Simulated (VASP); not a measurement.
Input of a VASP 6.6.1 run:

Contents of INCAR:

```
  ALGO = Normal
  DIPOL = 0.5 0.5 0.500
  EDIFF = 1E-6
  ENCUT = 520
  GGA = PE
  IDIPOL = 3
  ISIF = 2
  ISMEAR = 0
  LASPH = T
  LCHARG = T
  LDIPOL = T
  LELF = T
  LREAL = F
  LVACPOTAV = T
  LVHAR = T
  LWAVE = F
  NBANDS = 12
  NELM = 60
  PREC = Accurate
  SIGMA = 0.02
```

Contents of KPOINTS:

```
k-points
0
Gamma
  9 9 1
```

The input POSCAR:

```
As
1.0
    3.4390000000      0.0000000000      0.0000000000
   -1.7195000000      2.9782613636      0.0000000000
    0.0000000000      0.0000000000     28.0000000000
As
2
Direct
    0.3333333333      0.6666666667      0.5000000000
    0.6666666667      0.3333333333      0.5000000000
```

Potentials or basis: VASP PAW PBE potentials, release 64 (As).

Command:

```sh
$ cat potpaw_PBE.64/As/POTCAR > POTCAR
$ mpirun -np 1 vasp_std > vasp.out
```

**Question.** Estimate the band gap on the k mesh.

**Answer.** Zero (band 5 reaches -1.29 eV, above the bottom of band 6 at -3.26 eV).
